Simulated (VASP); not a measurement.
Crystal: Ge.

```
CELL_PARAMETERS angstrom
0.00000 2.84765 2.84765
2.84765 0.00000 2.84765
2.84765 2.84765 0.00000
ATOMIC_POSITIONS crystal
Ge 0.75000 0.75000 0.75000
Ge 0.50000 0.50000 0.50000
```

Base run:

* Program: VASP 6.6.1
* Functional: RPBE
* Dispersion: D4
* Potentials or basis: VASP PAW PBE potentials, release 64 (Ge_d)
* Cutoff: 520 eV
* k mesh: 8 × 8 × 8
* Occupations: fermi-dirac, width 0.05 eV
* Spin: no spin polarisation

Its results: band gap on the k mesh zero (filled and empty bands touch); pressure -0.9 GPa.

**Question.** The run is repeated on the same cell with these changes: functional from RPBE to BLYP. What comes out?

**Answer.** Band gap on the k mesh zero (filled and empty bands touch); pressure 1.6 GPa.

Caveats: the PAW data sets were made with another functional, which shifts forces and pressure a little; pairwise dispersion overbinds metals, which lowers pressure and volume.
